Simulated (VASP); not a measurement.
# Cr: single point with PBEsol

The system is Cr.

```xyz
1
Lattice="-1.4085 1.4085 1.4085 1.4085 -1.4085 1.4085 1.4085 1.4085 -1.4085" Properties=species:S:1:pos:R:3 pbc="T T T"
Cr    0.0000    0.0000    0.0000
```

```yaml
Program: VASP 6.6.1
Task: single point
Functional: PBEsol
Potentials_or_basis: VASP PAW PBE potentials, release 64 (Cr_pv)
Cutoff: 520 eV
k_mesh: 16 × 16 × 16
Occupations: fermi-dirac, width 0.136057 eV
Spin: no spin polarisation
Dipole_correction: no
Further_INCAR_settings: ALGO = Normal; EDIFF = 1e-06; NBANDS = 12
```

```json
{
 "Pressure": "-1.1 GPa",
 "Band gap on the k mesh": "zero (band 6 reaches 13.89 eV, above the bottom of band 7 at 10.35 eV)"
}
```

Levels at points of the mesh, in eV from the Fermi level:
| k point | band 2 | band 3 | band 4 | band 5 | band 6 | band 7 | band 8 | band 9 | band 10 | band 11 |
| --- | --- | --- | --- | --- | --- | --- | --- | --- | --- | --- |
| (0.00, 0.00, 0.00) | -42.50 | -42.50 | -7.97 | -0.92 | -0.92 | -0.92 | 1.20 | 1.20 | 7.15 | 22.57 |
| (0.50, 0.00, 0.00) | -42.82 | -42.51 | -4.59 | -2.55 | 1.22 | 1.22 | 1.56 | 3.03 | 7.14 | 10.35 |
| (0.50, 0.50, 0.50) | -43.20 | -43.20 | -4.52 | -4.52 | 2.62 | 2.62 | 2.62 | 7.14 | 10.90 | 10.90 |

Run time: 12 s on 1 thread of Intel(R) Xeon(R) Platinum 8488C (Sapphire Rapids) (shared host), peak memory 0.13 GiB.

Caveat: the PAW data sets were made with another functional, which shifts forces and pressure a little; the run has no spin polarisation, though such a crystal can be magnetic. Spin polarisation is off, so any magnetic state and its effect on volume and gap are missing.
